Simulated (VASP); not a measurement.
A run of VASP 6.6.1 is set up as follows.

INCAR

```
ALGO = Fast
EDIFF = 1E-6
ENCUT = 520
GGA = PE
ISIF = 2
ISMEAR = 0
LASPH = True
LCHARG = False
LREAL = False
LWAVE = False
NBANDS = 18
NELM = 80
PREC = Accurate
SIGMA = 0.15
```

The input KPOINTS:

```
k-points
0
Gamma
  18 18 14
```

File POSCAR:

```
CuAu
1.0
    2.9400000000      0.0000000000      0.0000000000
    0.0000000000      2.9400000000      0.0000000000
    0.0000000000      0.0000000000      3.7617500000
Cu Au
1 1
Direct
    0.5000000000      0.5000000000      0.5000000000
    0.0000000000      0.0000000000      0.0000000000
```

Potentials or basis: VASP PAW PBE potentials, release 64 (Cu, Au).

Command:

```console
$ cat potpaw_PBE.64/Cu/POTCAR potpaw_PBE.64/Au/POTCAR > POTCAR
$ mpirun -np 1 vasp_std > vasp.out
```

Estimate the band gap on the k mesh.

zero (bands 11 and 12 overlap by 6.61 eV).

What does it give for the pressure?

-9.1 GPa.

Caveat: the cell differs from its parent crystal (strain +0.050 along x and y, +0.025 along z); the cell stands under tension; spin-orbit coupling is left out, which moves the levels of the heavy elements.
